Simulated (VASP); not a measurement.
A run of VASP 6.6.1 is set up as follows.

File INCAR:

```
PREC     = Accurate       # precision mode
ENCUT    = 520            # plane-wave cutoff, eV
EDIFF    = 1E-6           # SCF threshold, eV
ISMEAR   = -1             # smearing method
SIGMA    = 0.05           # smearing width, eV
LREAL    = False          # projectors in reciprocal space
LASPH    = True           # aspherical terms in the spheres
NELM     = 80             # most SCF steps
ALGO     = Normal         # electronic algorithm
ISIF     = 2              # what is computed and relaxed
LWAVE    = False          # write WAVECAR
LCHARG   = False          # write CHGCAR
GGA      = RE             # functional
IVDW     = 13             # dispersion correction
NBANDS   = 26             # bands
```

File KPOINTS:

```
Automatic mesh
0
Gamma
  10 10 5
```

File POSCAR:

```
GaN
1.0
    3.2010602164      0.0000000000      0.0000000000
   -1.6005301082      2.7721994664      0.0000000000
    0.0000000000      0.0000000000      5.2002129176
Ga N
2 2
Direct
    0.6666666667      0.3333333333      0.5000000000
    0.3333333333      0.6666666667      0.0000000000
    0.6666666667      0.3333333333      0.8750000000
    0.3333333333      0.6666666667      0.3750000000
```

Potentials or basis: VASP PAW PBE potentials, release 64 (Ga_d, N).

Launch:

```sh
$ cat potpaw_PBE.64/Ga_d/POTCAR potpaw_PBE.64/N/POTCAR > POTCAR
$ mpirun -np 1 vasp_std > vasp.out
```

Question: What does it give for the band gap on the k mesh?

Answer: 1.88 eV, direct.

Question: Predict the pressure.

Answer: -5.0 GPa.

Stress tensor (GPa, compression positive):
```
-5.68  0.00  0.00
 0.00 -5.68  0.00
 0.00  0.00 -3.50
```

Caveat: the PAW data sets were made with another functional, which shifts forces and pressure a little.
